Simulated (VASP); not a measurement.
## ScGa5S: single point with PBE

Crystal: ScGa5S.

```xyz
7
Lattice="5.0245 -4.8367 0.0000 5.0245 4.8367 0.0000 0.0000 0.0000 4.7585" Properties=species:S:1:pos:R:3 pbc="T T T"
Sc    5.0245    0.0000    2.3792
Ga    3.7317    2.6862    2.3792
Ga    6.3174   -2.6862    2.3792
Ga    3.7317   -2.6862    2.3792
Ga    6.3174    2.6862    2.3792
Ga    0.0000    0.0000    2.3792
S     5.0245    0.0000    0.0000
```

| Item | Value |
| --- | --- |
| Program | VASP 6.6.1 |
| Task | single point |
| Functional | PBE |
| Potentials or basis | VASP PAW PBE potentials, release 64 (Sc_sv, Ga_d, S) |
| Cutoff | 520 eV |
| k mesh | 3 × 3 × 4 |
| Occupations | gaussian, width 0.2 eV |
| Spin | no spin polarisation |

```json
{
  "Pressure": "0.1 GPa",
  "Largest force": "0.012 eV/Å",
  "Band gap on the k mesh": "zero (band 41 reaches 1.58 eV, above the bottom of band 42 at 1.10 eV)"
}
```

Forces in eV/Å, atoms in the order of the input:
```
Sc   0.000  0.000  0.000
Ga  -0.012  0.003  0.000
Ga   0.012 -0.003  0.000
Ga  -0.012 -0.003  0.000
Ga   0.012  0.003  0.000
Ga   0.000  0.000  0.000
S    0.000  0.000  0.000
```

Stress tensor (GPa, compression positive):
```
0.37 0.00 0.00
0.00 0.00 0.00
0.00 0.00 0.05
```

Levels at points of the mesh, in eV from the Fermi level:
| k point | band 37 | band 38 | band 39 | band 40 | band 41 | band 42 | band 43 | band 44 | band 45 | band 46 |
| --- | --- | --- | --- | --- | --- | --- | --- | --- | --- | --- |
| (0.00, 0.00, 0.00) | -2.29 | -2.27 | -1.50 | 0.22 | 0.22 | 0.61 | 0.74 | 1.20 | 1.23 | 1.51 |
| (0.00, 0.00, 0.50) | -2.67 | -2.45 | -1.58 | -1.32 | -0.62 | -0.14 | 0.80 | 1.26 | 1.49 | 1.69 |

It took 72 s on 1 thread of Intel(R) Xeon(R) 6975P-C (Granite Rapids), on a shared host, peak memory 0.37 GiB.
